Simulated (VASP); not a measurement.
A run of VASP 6.6.1:

INCAR

```
SYSTEM = Ti
ALGO     = Fast           ! electronic algorithm
EDIFF    = 1E-6           ! SCF threshold, eV
ENCUT    = 520            ! plane-wave cutoff, eV
GGA      = PE             ! functional
ISIF     = 2              ! what is computed and relaxed
ISMEAR   = 0              ! smearing method
LASPH    = .True.         ! aspherical terms in the spheres
LCHARG   = .False.        ! write CHGCAR
LREAL    = .False.        ! projectors in reciprocal space
LWAVE    = .False.        ! write WAVECAR
NBANDS   = 25             ! bands
NELM     = 60             ! most SCF steps
PREC     = Accurate       ! precision mode
SIGMA    = 0.15           ! smearing width, eV
```

The input KPOINTS:

```
k-points
0
Gamma
  12 12 14
  0 0 0
```

Contents of POSCAR:

```
Ti
1.0
    4.5790987804      0.0000000000      0.0000000000
   -2.2895493902      3.9656158702      0.0000000000
    0.0000000000      0.0000000000      2.8317615649
Ti
3
Direct
    0.0000000000      0.0000000000      0.0000000000
    0.3333333333      0.6666666667      0.5000000000
    0.6666666667      0.3333333333      0.5000000000
```

Potentials or basis: VASP PAW PBE potentials, release 64 (Ti_sv).

Run with:

```bash
$ cat potpaw_PBE.64/Ti_sv/POTCAR > POTCAR
$ mpirun -np 1 vasp_std > vasp.out
```

Hardware: 1 thread of Intel Xeon 8259CL, on a shared host.

Question: Estimate the wall time of this run.

Answer: Run time: 11 min on 1 thread of Intel Xeon 8259CL, with other jobs on the host, peak memory 0.29 GiB. Counts: scf iterations 46, k points 152.
